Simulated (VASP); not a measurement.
Set up this calculation in VASP 6.6.1, as the native input.

| Quantity | Value |
| --- | --- |
| Task | electric field gradients |
| Functional | LDA |
| Potentials or basis | VASP PAW LDA potentials, release 64 (I) |
| Cutoff | 520 eV |
| k mesh | 14 × 14 × 14 |
| Occupations | fermi-dirac, width 0.03 eV |
| Spin | no spin polarisation |
| Dipole correction | no |
| Further INCAR settings | ALGO = Normal; EDIFF = 1e-08; NBANDS = 10 |

The structure of I lies in POSCAR:

```
I
1.0
    0.0000000000      2.3656004428      3.9098401324
    2.1922454667      0.0000000000      3.9098401324
    2.1922454667      2.3656004428      0.0000000000
I
1
Direct
    0.0000000000      0.0000000000      0.0000000000
```

One way to write it, as run:

INCAR

```
ALGO     = Normal         # electronic algorithm
EDIFF    = 1E-8           # SCF threshold, eV
ENCUT    = 520            # plane-wave cutoff, eV
ISIF     = 2              # what is computed and relaxed
ISMEAR   = -1             # smearing method
LASPH    = True           # aspherical terms in the spheres
LCHARG   = False          # write CHGCAR
LEFG     = True         
LREAL    = False          # projectors in reciprocal space
LWAVE    = False          # write WAVECAR
NBANDS   = 10             # bands
NELM     = 60             # most SCF steps
PREC     = Accurate       # precision mode
SIGMA    = 0.03           # smearing width, eV
```

KPOINTS

```
k-points
0
Gamma
  14 14 14
```

Potentials or basis: VASP PAW LDA potentials, release 64 (I).

The run is started by

```sh
$ cat potpaw_LDA.64/I/POTCAR > POTCAR
$ mpirun -np 1 vasp_std > vasp.out
```

Results of the run:

```
Pressure : -2.3 GPa
```

Caveat: without QUAD_EFG the Cq values of the log hold for a quadrupole moment of 1 mb, not for the nuclei; an odd number of electrons without spin polarisation forces a metal; a magnetic or distorted state may lie lower.

Wall time 3.5 min on 1 thread of Oxide Virtual Turin-like Processor, on a shared host, peak memory 0.25 GiB.
